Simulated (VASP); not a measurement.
# SrO (Fm-3m) in VASP: single point with PBEsol

Aim: the single point of SrO with PBEsol.

Program: VASP 6.6.1. These are calculated values, not measurements. Logs are shortened: lines on timing, memory, paths and dates and some standing lists are left out, and cuts for length are marked.

## (1) The cell of the first run

It takes space group Fm-3m (No. 225, cubic). The conventional cell has a = 5.133 Å, b = 5.133 Å, c = 5.133 Å, α = 90.00°, β = 90.00°, γ = 90.00°. Within 3.4 Å of Sr (site symmetry m-3m) lie 6 O at 2.57 Å. O (site symmetry m-3m) has 6 Sr at 2.57 Å within 3.4 Å.

## (2) Single point, PBEsol

File INCAR:

```
SYSTEM = SrO
PREC = Accurate ; ENCUT = 520
EDIFF = 1E-7 ; ISMEAR = 0
SIGMA = 0.01 ; LREAL = .False.
LASPH = .True. ; NELM = 80
ALGO = Normal ; ISIF = 2
LWAVE = .False. ; LCHARG = .True.
GGA = PS ; LELF = .True.
LVHAR = .True. ; NBANDS = 15
```

File KPOINTS:

```
Automatic mesh
0
Gamma
  8 8 8
  0 0 0
```

File POSCAR:

```
SrO
1.0
    0.0000000000      2.5663000000      2.5663000000
    2.5663000000      0.0000000000      2.5663000000
    2.5663000000      2.5663000000      0.0000000000
Sr O
1 1
Direct
    0.5000000000      0.5000000000      0.5000000000
    0.0000000000      0.0000000000      0.0000000000
```

Potentials or basis: VASP PAW PBE potentials, release 64 (Sr_sv, O).

Launch:

```sh
> cat potpaw_PBE.64/Sr_sv/POTCAR potpaw_PBE.64/O/POTCAR > POTCAR
> mpirun -np 1 vasp_std > vasp.out
```

OUTCAR:

```text
SYSTEM = SrO
   PREC = Accurate
   ENCUT = 520
   EDIFF = 1E-7
   ISMEAR = 0
   LREAL = .False.
   LASPH = .True.
   NELM = 80
   ISIF = 2
   GGA = PS

 ion  position               nearest neighbor table
   1  0.500  0.500  0.500-   2 2.57   2 2.57   2 2.57   2 2.57   2 2.57   2 2.57
   2  0.000  0.000  0.000-   1 2.57   1 2.57   1 2.57   1 2.57   1 2.57   1 2.57

  LATTYP: Found a face centered cubic cell.
 ALAT       =     5.1326000000

  Lattice vectors:

 A1 = (   0.0000000000,   2.5663000000,   2.5663000000)
 A2 = (   2.5663000000,   0.0000000000,   2.5663000000)
 A3 = (   2.5663000000,   2.5663000000,   0.0000000000)

Analysis of symmetry for initial positions (statically):
=====================================================================
 Subroutine PRICEL returns:
 Original cell was already a primitive cell.

 Routine SETGRP: Setting up the symmetry group for a
 face centered cubic supercell.

 Subroutine GETGRP returns: Found 48 space group operations
 (whereof 48 operations were pure point group operations)
 out of a pool of 48 trial point group operations.

The static configuration has the point symmetry O_h .

Analysis of symmetry for dynamics (positions and initial velocities):
=====================================================================
 Subroutine PRICEL returns:
 Original cell was already a primitive cell.

 Routine SETGRP: Setting up the symmetry group for a
 face centered cubic supercell.

 Subroutine GETGRP returns: Found 48 space group operations
 (whereof 48 operations were pure point group operations)
 out of a pool of 48 trial point group operations.

The dynamic configuration has the point symmetry O_h .

 Subroutine INISYM returns: Found 48 space group operations
 (whereof 48 operations are pure point group operations),
 and found     1 'primitive' translations

----------------------------------------------------------------------------------------

                                     Primitive cell

  volume of cell :      33.8028

  direct lattice vectors                    reciprocal lattice vectors
     0.000000000  2.566300000  2.566300000    -0.194833028  0.194833028  0.194833028
     2.566300000  0.000000000  2.566300000     0.194833028 -0.194833028  0.194833028
     2.566300000  2.566300000  0.000000000     0.194833028  0.194833028 -0.194833028

  length of vectors
     3.629296265  3.629296265  3.629296265     0.337460704  0.337460704  0.337460704

  position of ions in fractional coordinates (direct lattice)
[... 83 lines left out ...]
   IBRION =     -1    ionic relax: 0-MD 1-quasi-New 2-CG
   NFREE  =      0    steps in history (QN), initial steepest desc. (CG)
   ISIF   =      2    stress and relaxation
   ISYM   =      2    0-nonsym 1-usesym 2-fastsym
   POTIM  = 0.5000    time-step for ionic-motion
   TEBEG  =    0.0;   TEEND  =   0.0 temperature during run
   PSTRESS=    0.0 pullay stress
   NELECT =      16.0000    total number of electrons
   NUPDOWN=      -1.0000    fix difference up-down
   EMIN   =  10.00;   EMAX   =-10.00  energy-range for DOS
   EFERMI =   0.00;   METHOD = LEGACY
   ISMEAR =     0;   SIGMA  =   0.01  broadening in eV -4-tet -1-fermi 0-gaus
   EFERMI_NEDOS =   21; number of points for ismear=-14 and -15
   IALGO  =     38    algorithm
   IMIX   =      4    mixing-type and parameters
     AMIX     =   0.40;   BMIX     =  1.00
     AMIX_MAG =   1.60;   BMIX_MAG =  1.00
  volume/ion in A,a.u.               =      16.90       114.06
  Fermi-wavevector in a.u.,A,eV,Ry     =   1.275843  2.410995 22.147245  1.627777
  Thomas-Fermi vector in A             =   2.408533
   LORBIT       =      0    0 simple, 1 ext, 2 COOP (PROOUT), +10 PAW based schemes
   GGA     = PS    functional components
   LHFCALC =     F    Hartree Fock is set to
   AEXX    =    0.0000 exact exchange contribution
   IVDW    =     0    specifies the selected vdW correction
   LEPSILON=     F    determine dielectric tensor
   LRPA    =     F    only Hartree local field effects (RPA)
 non-spin polarized calculation
 Gauss-broadening in eV      SIGMA  =   0.01
  energy-cutoff  :      520.00
  volume of cell :       33.80
 maximum number of plane-waves:       941
   NGX = 13   NGY = 13   NGZ = 13

 number of electron      15.9999996 magnetization

 Free energy of the ion-electron system (eV)
  ---------------------------------------------------
  ext. energy  EPLUGINS =         0.00000000
  ---------------------------------------------------
  free energy    TOTEN  =       -12.63972727 eV

  energy without entropy =      -12.63972727  energy(sigma->0) =      -12.63972727

 E-fermi :   1.5730     XC(G=0): -10.3035

 val. band max:        1.5145255843   @ k =   0.0000   0.0000   0.0000
 cond. band min:       4.6660613942   @ k =   0.5000   0.5000   0.0000
 fundamental gap:      3.1515358099
 Fermi energy:         1.5730359004

 k-point     1 :       0.0000    0.0000    0.0000
  band No.  band energies     occupation
      1     -30.7035      2.00000
      2     -13.4906      2.00000
      3     -12.3504      2.00000
      4     -12.3504      2.00000
      5     -12.3504      2.00000
      6       1.5145      2.00000
      7       1.5145      2.00000
      8       1.5145      2.00000
      9       5.3759      0.00000
     10       7.6881      0.00000
     11       7.6881      0.00000
     12       7.6881      0.00000
     13       9.8955      0.00000
     14       9.8955      0.00000
[... 401 lines left out ...]
      2     -14.7047      2.00000
      3     -12.7578      2.00000
      4     -12.5911      2.00000
      5     -11.5217      2.00000
      6      -0.1037      2.00000
      7       0.6330      2.00000
      8       0.7143      2.00000
      9       7.8305      0.00000
     10       8.1806      0.00000
     11      10.8376      0.00000
     12      11.0480      0.00000
     13      13.1919      0.00000
     14      14.4582      0.00000
     15      14.8182      0.00000

 [... further k-points ...]
[... 5 lines left out ...]
  --------------------------------------------------------------------------------------
  -------------------------------------------------------------------------------------
  Total        0.0148502      0.0148502      0.0148502      0.0000000     -0.0000000     -0.0000000
  in kB        0.7038683      0.7038683      0.7038683      0.0000000     -0.0000000     -0.0000000
  external PRESSURE =       0.7038683 kB  Pullay stress =       0.0000000 kB

 VOLUME and BASIS-vectors are now :
 -----------------------------------------------------------------------------
  energy-cutoff  :      520.00
  volume of cell :       33.80
      direct lattice vectors                 reciprocal lattice vectors
     0.000000000  2.566300000  2.566300000    -0.194833028  0.194833028  0.194833028
     2.566300000  0.000000000  2.566300000     0.194833028 -0.194833028  0.194833028
     2.566300000  2.566300000  0.000000000     0.194833028  0.194833028 -0.194833028

 POSITION                                       TOTAL-FORCE (eV/Angst)
 -----------------------------------------------------------------------------------
      2.56630      2.56630      2.56630         0.000000     -0.000000      0.000000
      0.00000      0.00000      0.00000         0.000000      0.000000     -0.000000
 -----------------------------------------------------------------------------------
    total drift:                                0.000000      0.000000      0.000000

  FREE ENERGIE OF THE ION-ELECTRON SYSTEM (eV)
  ---------------------------------------------------
  free  energy   TOTEN  =       -12.6397272681 eV

  energy  without entropy=      -12.6397272681  energy(sigma->0) =      -12.63972727
```

stdout:

```text
POSCAR found type information on POSCAR SrO
 POSCAR found :  2 types and       2 ions
 scaLAPACK will be used
 -----------------------------------------------------------------------------
|                                                                             |
|                                                                             |
|     You enforced a specific xc type in the INCAR file but a different       |
|     I HOPE YOU KNOW WHAT YOU ARE DOING!                                     |
|                                                                             |
 -----------------------------------------------------------------------------

 LDA part: xc-table for (Slater+PW92), standard interpolation
 POSCAR, INCAR and KPOINTS ok, starting setup
 FFT: planning ... GRIDC
 FFT: planning ... GRID_SOFT
 FFT: planning ... GRID
 WAVECAR not read
 entering main loop
```

It took 9.5 s on 1 thread of Intel Xeon Platinum 8559C (Emerald Rapids), shared host; peak memory 0.16 GiB.

Results:

| Quantity | Value |
| --- | --- |
| Free energy | -12.6397 eV |
| Pressure | 0.1 GPa |
| Band gap on the k mesh | 3.15 eV, indirect (least direct gap 3.23 eV) |

Levels at points of the mesh, in eV from the valence-band top:
| k point | band 5 | band 6 | band 7 | band 8 | band 9 | band 10 | band 11 | band 12 |
| --- | --- | --- | --- | --- | --- | --- | --- | --- |
| (0.00, 0.00, 0.00) | -13.86 | 0.00 | 0.00 | 0.00 | 3.86 | 6.17 | 6.17 | 6.17 |
| (0.50, 0.00, 0.00) | -12.67 | -2.24 | -1.16 | -1.16 | 6.51 | 8.33 | 8.88 | 8.88 |
| (0.50, 0.50, 0.00) | -14.25 | -0.43 | -0.08 | -0.08 | 3.15 | 7.80 | 10.23 | 10.27 |

Caveat: the PAW data sets were made with another functional, which shifts forces and pressure a little. A hybrid or GW would open this gap; PBEsol tends to underestimate it.
